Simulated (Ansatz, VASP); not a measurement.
**TaRu in VASP and in Ansatz**

The input INCAR:

```
SYSTEM = TaRu
  ALGO = Normal
  EDIFF = 1E-6
  ENCUT = 500
  GGA_COMPAT = .FALSE.
  ISIF = 2
  ISMEAR = -1
  LASPH = .TRUE.
  LCHARG = .TRUE.
  LELF = .TRUE.
  LREAL = .FALSE.
  LVHAR = .TRUE.
  LWAVE = .FALSE.
  NBANDS = 20
  NELM = 120
  PREC = Accurate
  SIGMA = 0.03
```

File KPOINTS:

```
k-points
0
G
  13 13 13
  0 0 0
```

Contents of POSCAR:

```
TaRu
1.0
    3.1551300000      0.0000000000      0.0000000000
    0.0000000000      3.1551300000      0.0000000000
    0.0000000000      0.0000000000      3.1870000000
Ta Ru
1 1
Direct
    0.5000000000      0.5000000000      0.5000000000
    0.0000000000      0.0000000000      0.0000000000
```

Input for Ansatz:

```yaml
crystal:
  lattice:
    - [3.15513, 0.0, 0.0]
    - [0.0, 3.15513, 0.0]
    - [0.0, 0.0, 3.187]
  atoms:
    - { symbol: Ta, position: [0.5, 0.5, 0.5] }
    - { symbol: Ru, position: [0.0, 0.0, 0.0] }
kpoints:
  mp_grid: { grid: [13, 13, 13] }
  band_path:
    path:
      - [0.0, 0.0, 0.0]
      - [0.0, 0.5, 0.0]
      - [0.5, 0.5, 0.0]
      - [0.0, 0.0, 0.0]
      - [0.0, 0.0, 0.5]
      - [0.0, 0.5, 0.5]
      - [0.5, 0.5, 0.5]
      - [0.0, 0.0, 0.5]
      - [0.0, 0.5, 0.0]
    npoints: 5
scf:
  occupations: { method: fermi_dirac, width: 0.03 }
hamiltonian:
  xc: lda
  pseudopotentials: { kind: all_electron, lapw: { basis_error: 0.00025 } }
output:
  forces: true
  stress: true
  eigenvalues: true
```

Change from the starting cell: equal xx and yy strain of -1 %.

Alike in both runs: task single point; functional LDA; k mesh 13 × 13 × 13; occupations fermi-dirac, width 0.03 eV; no spin polarisation.

|  | VASP | Ansatz |
| --- | --- | --- |
| version | VASP 6.6.1 | Ansatz 0.2.0 |
| potentials or method | VASP PAW LDA potentials, release 64 (Ta_pv, Ru_pv), cutoff 500 eV | all-electron LAPW, scalar-relativistic |

```tsv
	VASP	Ansatz	Ansatz less VASP
pressure (GPa)	-11.0	-11.7	-0.72
traceless stress, the component that is largest in VASP (GPa)	1.70	1.75	+0.056
```

LDA's correlation is that of Perdew and Zunger in VASP and of Perdew and Wang (1992) in Ansatz. Ansatz ran all-electron here, and VASP with PAW potentials.

Neither program's run includes spin-orbit coupling.
